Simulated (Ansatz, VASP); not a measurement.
Ti3Al5 in VASP and in Ansatz

Contents of INCAR:

```
ALGO = Fast
EDIFF = 1E-6
ENCUT = 520
GGA = PS
ISIF = 2
ISMEAR = 0
LASPH = T
LCHARG = F
LREAL = Auto
LWAVE = F
NBANDS = 65
NELM = 100
PREC = Accurate
SIGMA = 0.15
```

KPOINTS

```
k-points
0
Gamma
  10 10 3
```

File POSCAR:

```
Ti3Al5
1.0
   -3.8832951200      0.0000000000      0.0000000000
    0.0000000000     -3.8832951200      0.0000000000
    0.0000000000      0.0000000000     16.4437699112
Ti Al
6 10
Direct
    1.0000000000      1.0000000000      0.1886049010
    1.0000000000      1.0000000000      0.6931658989
    0.5000000000      0.5000000000      0.4408854000
    0.5000000000      0.5000000000      0.9454463979
    0.5000000000      0.5000000000      0.1886049010
    0.5000000000      0.5000000000      0.6931658989
    0.0000000000      0.5000000000      0.0636511857
    0.0000000000      0.5000000000      0.5682121836
    0.0000000000      0.5000000000      0.3135586164
    0.0000000000      0.5000000000      0.8181196143
    0.5000000000      0.0000000000      0.0636511857
    0.5000000000      0.0000000000      0.5682121836
    0.5000000000      0.0000000000      0.3135586164
    0.5000000000      0.0000000000      0.8181196143
    0.0000000000      0.0000000000      0.4408854000
    0.0000000000      0.0000000000      0.9454463979
```

Input for Ansatz:

```yaml
crystal:
  lattice:
    - [-3.88329512, 0.0, 0.0]
    - [0.0, -3.88329512, 0.0]
    - [0.0, 0.0, 16.4437699112]
  atoms:
    - { symbol: Ti, position: [1.0, 1.0, 0.188604901] }
    - { symbol: Ti, position: [1.0, 1.0, 0.6931658989] }
    - { symbol: Ti, position: [0.5, 0.5, 0.4408854] }
    - { symbol: Ti, position: [0.5, 0.5, 0.9454463979] }
    - { symbol: Ti, position: [0.5, 0.5, 0.188604901] }
    - { symbol: Ti, position: [0.5, 0.5, 0.6931658989] }
    - { symbol: Al, position: [0.0, 0.5, 0.0636511857] }
    - { symbol: Al, position: [0.0, 0.5, 0.5682121836] }
    - { symbol: Al, position: [0.0, 0.5, 0.3135586164] }
    - { symbol: Al, position: [0.0, 0.5, 0.8181196143] }
    - { symbol: Al, position: [0.5, 0.0, 0.0636511857] }
    - { symbol: Al, position: [0.5, 0.0, 0.5682121836] }
    - { symbol: Al, position: [0.5, 0.0, 0.3135586164] }
    - { symbol: Al, position: [0.5, 0.0, 0.8181196143] }
    - { symbol: Al, position: [0.0, 0.0, 0.4408854] }
    - { symbol: Al, position: [0.0, 0.0, 0.9454463979] }
basis:
  ecutwfc: 420
kpoints:
  mp_grid: { grid: [10, 10, 3] }
hamiltonian:
  xc: pbesol
scf:
  occupations: { method: gaussian, width: 0.15 }
output:
  forces: true
  stress: true
  eigenvalues: true
```

Alike in both runs: task single point; functional PBEsol; k mesh 10 × 10 × 3; occupations gaussian, width 0.15 eV; no spin polarisation.

|  | VASP | Ansatz |
| --- | --- | --- |
| version | VASP 6.6.1 | Ansatz 0.2.0 |
| potentials or method | VASP PAW PBE potentials, release 64 (Ti_sv, Al), cutoff 520 eV | scalar-relativistic, plane waves, PAW |
| valence electrons in the cell | 102 | 102 |

VASP gave:

- gap on the k mesh at the Fermi level (eV): none
- pressure (GPa): 1.2
- traceless stress, the component that is largest in VASP (GPa): 0.74
- rms of the force components (eV/Å): 0.182

Task: Estimate Ansatz's values.

Result: gap on the k mesh at the Fermi level (eV): none; pressure (GPa): 1.1; traceless stress, the component that is largest in VASP (GPa): 0.76; rms of the force components (eV/Å): 0.180.

VASP's potentials were made for PBE, not for PBEsol. Atom by atom the forces differ by 0.004 eV/Å (rms over components). A gap of «none» marks a metal or a gap that the smearing closes.
